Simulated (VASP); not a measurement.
A run of VASP 6.6.1:

File INCAR:

```
ALGO     = Normal         # electronic algorithm
EDIFF    = 1E-7           # SCF threshold, eV
ENCUT    = 520            # plane-wave cutoff, eV
GGA      = PE             # functional
ISIF     = 2              # what is computed and relaxed
ISMEAR   = 0              # smearing method
LASPH    = T              # aspherical terms in the spheres
LCHARG   = F              # write CHGCAR
LREAL    = F              # projectors in reciprocal space
LWAVE    = F              # write WAVECAR
NBANDS   = 11             # bands
NELM     = 100            # most SCF steps
PREC     = Accurate       # precision mode
SIGMA    = 0.05           # smearing width, eV
```

The input KPOINTS:

```
k-points
0
Gamma
  12 12 12
```

The input POSCAR:

```
SiC
1.0
    0.0000000000      2.1220915081      2.1220915081
    2.1220915081      0.0000000000      2.1220915081
    2.1997600573      2.1997600573     -0.0776685492
Si C
1 1
Direct
    0.0000000000      0.0000000000      0.0000000000
    0.7500000000      0.7500000000      0.7500000000
```

Potentials or basis: VASP PAW PBE potentials, release 64 (Si, C).

Command:

```sh
$ cat potpaw_PBE.64/Si/POTCAR potpaw_PBE.64/C/POTCAR > POTCAR
$ mpirun -np 1 vasp_std > vasp.out
```

Hardware: 1 thread of Intel Xeon 6975P-C, with other jobs on the host.

Question: How long does it take, and how much memory?

Answer: It took 38 s on 1 thread of Intel Xeon 6975P-C (shared host), peak memory 0.16 GiB. Counts: scf iterations 14, k points 189.
